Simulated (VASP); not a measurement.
# SrCl2 (I4/mmm) in VASP: further runs

SrCl2 is run at these levels: PBE; tasks: single point.

Program: VASP 6.6.1. These are calculated values, not measurements. Logs are shortened: lines on timing, memory, paths and dates and some standing lists are left out, and cuts for length are marked.

## 1. The cell of the first run

Symmetry: I4/mmm, No. 139, tetragonal system. Conventional cell: a = 4.823 Å, b = 4.823 Å, c = 7.094 Å, α = 90.00°, β = 90.00°, γ = 90.00°. Sr (site symmetry 4/mmm) has 8 Cl at 2.99 Å within 3.9 Å. Within 3.9 Å of Cl (site symmetry -4m2) lie 4 Sr at 2.99 Å and 6 Cl at 3.41 to 3.55 Å.

## 2. Single point, PBE (epitaxial xy strain -2.5%)

INCAR reads:

```
PREC = Accurate ; ENCUT = 520
EDIFF = 1E-6 ; ISMEAR = -1
SIGMA = 0.02 ; LREAL = False
LASPH = True ; NELM = 80
ALGO = Normal ; ISIF = 2
LWAVE = False ; LCHARG = False
GGA = PE ; NBANDS = 19
```

KPOINTS reads:

```
Automatic mesh
0
Gamma
  6 6 6
```

POSCAR reads:

```
SrCl2
1.0
    0.0000000000      3.4102751331      3.5470096865
    3.4102751331      0.0000000000      3.5470096865
    3.4102751331      3.4102751331      0.0000000000
Sr Cl
1 2
Direct
    0.0000000000      0.0000000000      0.0000000000
    0.2500000000      0.2500000000      0.2500000000
    0.7500000000      0.7500000000      0.7500000000
```

Potentials or basis: VASP PAW PBE potentials, release 64 (Sr_sv, Cl).

Run with:

```bash
cat potpaw_PBE.64/Sr_sv/POTCAR potpaw_PBE.64/Cl/POTCAR > POTCAR
mpirun -np 1 vasp_std > vasp.out
```

OUTCAR:

```text
PREC = Accurate
   ENCUT = 520
   EDIFF = 1E-6
   ISMEAR = -1
   LREAL = False
   LASPH = True
   NELM = 80
   ISIF = 2
   GGA = PE

 ion  position               nearest neighbor table
   1  0.000  0.000  0.000-   3 2.99   3 2.99   3 2.99   2 2.99   2 2.99   2 2.99   3 2.99   2 2.99

   2  0.250  0.250  0.250-   1 2.99   1 2.99   1 2.99   1 2.99
   3  0.750  0.750  0.750-   1 2.99   1 2.99   1 2.99   1 2.99

  LATTYP: Found a body centered tetragonal cell.
 ALAT       =     4.8228573447
 C/A-ratio  =     1.4709162776

  Lattice vectors:

 A1 = (  -3.4102751331,   0.0000000000,   3.5470096865)
 A2 = (   3.4102751331,   0.0000000000,   3.5470096865)
 A3 = (   0.0000000000,   3.4102751331,  -3.5470096865)

Analysis of symmetry for initial positions (statically):
=====================================================================
 Subroutine PRICEL returns:
 Original cell was already a primitive cell.

 Routine SETGRP: Setting up the symmetry group for a
 body centered tetragonal supercell.

 Subroutine GETGRP returns: Found 16 space group operations
 (whereof 16 operations were pure point group operations)
 out of a pool of 16 trial point group operations.

The static configuration has the point symmetry D_4h.

Analysis of symmetry for dynamics (positions and initial velocities):
=====================================================================
 Subroutine PRICEL returns:
 Original cell was already a primitive cell.

 Routine SETGRP: Setting up the symmetry group for a
 body centered tetragonal supercell.

 Subroutine GETGRP returns: Found 16 space group operations
 (whereof 16 operations were pure point group operations)
 out of a pool of 16 trial point group operations.

The dynamic configuration has the point symmetry D_4h.

 Subroutine INISYM returns: Found 16 space group operations
 (whereof 16 operations are pure point group operations),
 and found     1 'primitive' translations

----------------------------------------------------------------------------------------

                                     Primitive cell

  volume of cell :      82.5033

  direct lattice vectors                    reciprocal lattice vectors
     0.000000000  3.410275133  3.547009687    -0.146615736  0.146615736  0.140963810
     3.410275133  0.000000000  3.547009687     0.146615736 -0.146615736  0.140963810
     3.410275133  3.410275133  0.000000000     0.146615736  0.146615736 -0.140963810

  length of vectors
     4.920493288  4.920493288  4.822857345     0.250725236  0.250725236  0.250725236

  position of ions in fractional coordinates (direct lattice)
     0.000000000  0.000000000  0.000000000
     0.250000000  0.250000000  0.250000000
     0.750000000  0.750000000  0.750000000

  ion indices of the primitive-cell ions
   primitive index   ion index
                 1           1
                 2           2
                 3           3

----------------------------------------------------------------------------------------

 KPOINTS: Automatic mesh

Automatic generation of k-mesh.
 Grid dimensions read from file:
 generate k-points for:    6    6    6

 Generating k-lattice:

  Cartesian coordinates                     Fractional coordinates (reciprocal lattice)
    -0.024435956  0.024435956  0.023493968     0.166666667  0.000000000  0.000000000
     0.024435956 -0.024435956  0.023493968     0.000000000  0.166666667  0.000000000
     0.024435956  0.024435956 -0.023493968     0.000000000  0.000000000  0.166666667

  Length of vectors
     0.041787539  0.041787539  0.041787539

  Shift w.r.t. Gamma in fractional coordinates (k-lattice)
     0.000000000  0.000000000  0.000000000

 Subroutine IBZKPT returns following result:
 ===========================================

 Found     30 irreducible k-points:

 Following reciprocal coordinates:
            Coordinates               Weight
  0.000000  0.000000  0.000000      1.000000
  0.166667  0.000000  0.000000      8.000000
  0.333333  0.000000  0.000000      8.000000
  0.500000  0.000000  0.000000      4.000000
  0.166667  0.166667  0.000000      2.000000
  0.333333  0.166667  0.000000      8.000000
[... 16 lines left out ...]
  0.333333  0.000000  0.333333      4.000000
  0.500000  0.000000  0.333333     16.000000
 [... further k-points ...]
   k-points           NKPTS =     30   k-points in BZ     NKDIM =     30   number of bands    NBANDS=     19
   number of dos      NEDOS =    301   number of ions     NIONS =      3
   total plane-waves  NPLWV =  57600
   dimension x,y,z NGX =    40 NGY =   40 NGZ =   36
   dimension x,y,z NGXF=    80 NGYF=   80 NGZF=   72
   ions per type =               1   2
   NGX,Y,Z   is equivalent  to a cutoff of  13.51, 13.51, 12.41 a.u.
   NGXF,Y,Z  is equivalent  to a cutoff of  27.03, 27.03, 24.82 a.u.
 SYSTEM =  unknown system
   PREC   = accura    normal or accurate (medium, high low for compatibility)
   ISTART =      0    job   : 0-new  1-cont  2-samecut
   ICHARG =      2    charge: 1-file 2-atom 10-const
   ISPIN  =      1    spin polarized calculation?
   LNONCOLLINEAR =      F non collinear calculations
   LSORBIT =      F    spin-orbit coupling
   LASPH  =      T    aspherical Exc in radial PAW
   ENCUT  =  520.0 eV  38.22 Ry    6.18 a.u.   9.15  9.15  8.97*2*pi/ulx,y,z
   NELM   =     80;   NELMIN=  2; NELMDL= -5     # of ELM steps
   EDIFF  = 0.1E-05   stopping-criterion for ELM
   LREAL  =      F    real-space projection
   EDIFFG = 0.1E-04   stopping-criterion for IOM
   NSW    =      0    number of steps for IOM
   IBRION =     -1    ionic relax: 0-MD 1-quasi-New 2-CG
   NFREE  =      0    steps in history (QN), initial steepest desc. (CG)
   ISIF   =      2    stress and relaxation
   ISYM   =      2    0-nonsym 1-usesym 2-fastsym
   POTIM  = 0.5000    time-step for ionic-motion
   TEBEG  =    0.0;   TEEND  =   0.0 temperature during run
   PSTRESS=    0.0 pullay stress
   NELECT =      24.0000    total number of electrons
   NUPDOWN=      -1.0000    fix difference up-down
   EMIN   =  10.00;   EMAX   =-10.00  energy-range for DOS
   EFERMI =   0.00;   METHOD = LEGACY
   ISMEAR =    -1;   SIGMA  =   0.02  broadening in eV -4-tet -1-fermi 0-gaus
   EFERMI_NEDOS =   21; number of points for ismear=-14 and -15
   IALGO  =     38    algorithm
   IMIX   =      4    mixing-type and parameters
     AMIX     =   0.40;   BMIX     =  1.00
     AMIX_MAG =   1.60;   BMIX_MAG =  1.00
  volume/ion in A,a.u.               =      27.50       185.59
  Fermi-wavevector in a.u.,A,eV,Ry     =   1.084730  2.049842 16.009137  1.176638
  Thomas-Fermi vector in A             =   2.220827
   LORBIT       =      0    0 simple, 1 ext, 2 COOP (PROOUT), +10 PAW based schemes
   GGA     = PE    functional components
[... 5 lines left out ...]
 non-spin polarized calculation
  energy-cutoff  :      520.00
  volume of cell :       82.50
 maximum number of plane-waves:      2256
 NGX is ok and might be reduce to    40
   NGX = 19   NGY = 19   NGZ = 17

 number of electron      24.0000000 magnetization

 Free energy of the ion-electron system (eV)
  ---------------------------------------------------
  ext. energy  EPLUGINS =         0.00000000
  ---------------------------------------------------
  free energy    TOTEN  =       -12.74283917 eV

  energy without entropy =      -12.74283917  energy(sigma->0) =      -12.74283917

 E-fermi :   0.8468     XC(G=0):  -8.4068

 val. band max:        0.4376854674   @ k =   0.5000   0.0000   0.5000
 cond. band min:       5.7253938593   @ k =   0.0000   0.0000   0.0000
 fundamental gap:      5.2877083920
 Fermi energy:         0.8468049520

 k-point     1 :       0.0000    0.0000    0.0000
  band No.  band energies     occupation
      1     -32.4543      2.00000
      2     -14.4617      2.00000
      3     -14.4617      2.00000
      4     -14.4518      2.00000
      5     -13.0494      2.00000
      6     -12.1315      2.00000
[... 11 lines left out ...]
     18       9.4880      0.00000
     19       9.8114      0.00000

 k-point     2 :       0.1667    0.0000    0.0000
  band No.  band energies     occupation
      1     -32.4533      2.00000
      2     -14.5669      2.00000
      3     -14.4652      2.00000
      4     -14.4595      2.00000
      5     -12.8748      2.00000
      6     -12.1928      2.00000
[... 11 lines left out ...]
     18       9.1804      0.00000
     19      10.2448      0.00000

 k-point     3 :       0.3333    0.0000    0.0000
  band No.  band energies     occupation
      1     -32.4514      2.00000
      2     -14.7296      2.00000
      3     -14.4722      2.00000
      4     -14.4686      2.00000
      5     -12.6452      2.00000
      6     -12.2382      2.00000
[... 11 lines left out ...]
     18       9.0420      0.00000
     19       9.5873      0.00000

 k-point     4 :       0.5000    0.0000    0.0000
  band No.  band energies     occupation
      1     -32.4504      2.00000
      2     -14.7946      2.00000
      3     -14.4756      2.00000
      4     -14.4731      2.00000
      5     -12.6221      2.00000
      6     -12.1799      2.00000
[... 11 lines left out ...]
     18       9.1077      0.00000
     19       9.3410      0.00000

 k-point     5 :       0.1667    0.1667    0.0000
  band No.  band energies     occupation
      1     -32.4531      2.00000
      2     -14.5926      2.00000
      3     -14.4704      2.00000
      4     -14.4704      2.00000
      5     -12.8151      2.00000
      6     -12.2029      2.00000
[... 11 lines left out ...]
     18       9.0995      0.00000
     19       9.3637      0.00000

 k-point     6 :       0.3333    0.1667    0.0000
  band No.  band energies     occupation
      1     -32.4515      2.00000
      2     -14.7136      2.00000
      3     -14.4966      2.00000
      4     -14.4782      2.00000
      5     -12.5828      2.00000
      6     -12.2703      2.00000
[... 11 lines left out ...]
     18       8.8574      0.00000
     19       9.8662      0.00000

 k-point     7 :       0.5000    0.1667    0.0000
  band No.  band energies     occupation
      1     -32.4502      2.00000
      2     -14.7685      2.00000
      3     -14.5437      2.00000
      4     -14.4808      2.00000
      5     -12.5141      2.00000
      6     -12.2251      2.00000
[... 11 lines left out ...]
     18       9.3018      0.00000
     19       9.7030      0.00000

 k-point     8 :      -0.3333    0.1667    0.0000
  band No.  band energies     occupation
      1     -32.4504      2.00000
      2     -14.7398      2.00000
      3     -14.5490      2.00000
      4     -14.4756      2.00000
      5     -12.5099      2.00000
      6     -12.2693      2.00000
[... 256 lines left out ...]
 k-point    20 :      -0.3333    0.3333    0.1667
  band No.  band energies     occupation
      1     -32.4495      2.00000
      2     -14.7231      2.00000
      3     -14.6446      2.00000
      4     -14.4922      2.00000
      5     -12.3888      2.00000
      6     -12.2707      2.00000
[... 11 lines left out ...]
     18       9.6867      0.00000
     19      10.3331      0.00000

 k-point    21 :      -0.1667    0.3333    0.1667
  band No.  band energies     occupation
      1     -32.4501      2.00000
      2     -14.7453      2.00000
      3     -14.5634      2.00000
      4     -14.4879      2.00000
      5     -12.3733      2.00000
      6     -12.3682      2.00000
[... 11 lines left out ...]
     18       9.2752      0.00000
     19      10.2534      0.00000

 k-point    22 :      -0.3333    0.5000    0.1667
  band No.  band energies     occupation
      1     -32.4494      2.00000
      2     -14.7937      2.00000
      3     -14.5968      2.00000
      4     -14.4991      2.00000
      5     -12.3380      2.00000
      6     -12.2761      2.00000
[... 11 lines left out ...]
     18      10.0656      0.00000
     19      10.4594      0.00000

 k-point    23 :       0.3333    0.0000    0.3333
  band No.  band energies     occupation
      1     -32.4503      2.00000
      2     -14.7841      2.00000
      3     -14.4946      2.00000
      4     -14.4783      2.00000
      5     -12.4058      2.00000
      6     -12.3821      2.00000
[... 11 lines left out ...]
     18       8.4893      0.00000
     19      10.1649      0.00000

 k-point    24 :       0.5000    0.0000    0.3333
  band No.  band energies     occupation
      1     -32.4493      2.00000
      2     -14.8057      2.00000
      3     -14.5453      2.00000
      4     -14.4898      2.00000
      5     -12.4367      2.00000
      6     -12.2498      2.00000
[... 11 lines left out ...]
     18       9.4687      0.00000
     19      10.3331      0.00000

 [... further k-points ...]
[... 5 lines left out ...]
  --------------------------------------------------------------------------------------
  -------------------------------------------------------------------------------------
  Total        1.5195610      1.5195610      0.4447983      0.0000000      0.0000000     -0.0000000
  in kB       29.5092046     29.5092046      8.6377861      0.0000000      0.0000000     -0.0000000
  external PRESSURE =      22.5520651 kB  Pullay stress =       0.0000000 kB

 VOLUME and BASIS-vectors are now :
 -----------------------------------------------------------------------------
  energy-cutoff  :      520.00
  volume of cell :       82.50
      direct lattice vectors                 reciprocal lattice vectors
     0.000000000  3.410275133  3.547009687    -0.146615736  0.146615736  0.140963810
     3.410275133  0.000000000  3.547009687     0.146615736 -0.146615736  0.140963810
     3.410275133  3.410275133  0.000000000     0.146615736  0.146615736 -0.140963810

 POSITION                                       TOTAL-FORCE (eV/Angst)
 -----------------------------------------------------------------------------------
      0.00000      0.00000      0.00000        -0.000000     -0.000000      0.000000
      1.70514      1.70514      1.77350         0.000000      0.000000      0.000000
      5.11541      5.11541      5.32051        -0.000000     -0.000000     -0.000000
 -----------------------------------------------------------------------------------
    total drift:                               -0.000000     -0.000000      0.000000

  FREE ENERGIE OF THE ION-ELECTRON SYSTEM (eV)
  ---------------------------------------------------
  free  energy   TOTEN  =       -12.7428391658 eV

  energy  without entropy=      -12.7428391658  energy(sigma->0) =      -12.74283917
```

Wall time 72 s (1 thread of Intel Xeon 8259CL, shared host); peak memory 0.25 GiB.

What came out:

* Free energy: -12.7428 eV
* Pressure: 2.3 GPa
* Band gap on the k mesh: 5.29 eV (least direct gap 5.39 eV)

Stress tensor (GPa, compression positive):
```
2.95 0.00 0.00
0.00 2.95 0.00
0.00 0.00 0.86
```

Caveat: the cell differs from its parent crystal (epitaxial xy strain -2.5%); the structure was generated, so it needn't be the stable form of SrCl2. A k mesh can miss the band edges.

## 3. Single point, PBE (uniaxial z strain +1.0%)

INCAR reads:

```
SYSTEM = SrCl2
ALGO = Normal ; EDIFF = 1E-6
ENCUT = 520 ; GGA = PE
ISIF = 2 ; ISMEAR = -1
LASPH = .TRUE. ; LCHARG = .TRUE.
LELF = .TRUE. ; LREAL = .FALSE.
LVHAR = .TRUE. ; LWAVE = .FALSE.
NBANDS = 19 ; NELM = 100
PREC = Accurate ; SIGMA = 0.02
```

KPOINTS reads:

```
k-points
0
G
  6 6 6
  0 0 0
```

POSCAR reads:

```
SrCl2
1.0
    0.0000000000      3.4977180853      3.5326952661
    3.4977180853      0.0000000000      3.5326952661
    3.4977180853      3.4977180853      0.0000000000
Sr Cl
1 2
Direct
    0.0000000000      0.0000000000      0.0000000000
    0.2500000000      0.2500000000      0.2500000000
    0.7500000000      0.7500000000      0.7500000000
```

Potentials or basis: VASP PAW PBE potentials, release 64 (Sr_sv, Cl).

Run with:

```bash
cat potpaw_PBE.64/Sr_sv/POTCAR potpaw_PBE.64/Cl/POTCAR > POTCAR
mpirun -np 1 vasp_std > vasp.out
```

Run time: 95 s. Hardware: 1 thread of Intel Xeon 8259CL, shared host; peak memory 0.26 GiB.

It converged, with:

| Item | Value |
| --- | --- |
| Free energy | -12.7890 eV |
| Pressure | 0.4 GPa |
| Band gap on the k mesh | 5.25 eV (least direct gap 5.49 eV) |

Stress tensor (GPa, compression positive):
```
0.57 0.00 0.00
0.00 0.57 0.00
0.00 0.00 0.08
```

Levels at points of the mesh, in eV from the valence-band top:
| k point | band 9 | band 10 | band 11 | band 12 | band 13 | band 14 | band 15 | band 16 |
| --- | --- | --- | --- | --- | --- | --- | --- | --- |
| (0.00, 0.00, 0.00) | -2.07 | -0.40 | -0.33 | -0.33 | 5.25 | 6.05 | 6.11 | 8.96 |
| (0.50, 0.00, 0.00) | -1.48 | -1.31 | -1.05 | -1.04 | 6.67 | 6.68 | 7.42 | 7.82 |
| (0.50, 0.50, 0.00) | -1.85 | -0.39 | -0.39 | -0.06 | 5.49 | 6.92 | 7.54 | 7.90 |
| (0.50, 0.00, 0.50) | -1.84 | -0.46 | -0.38 | 0.00 | 5.49 | 6.99 | 7.53 | 7.94 |

Caveat: the cell differs from its parent crystal (uniaxial z strain +1.0%); the structure was generated, so it needn't be the stable form of SrCl2. A k mesh can miss the band edges.
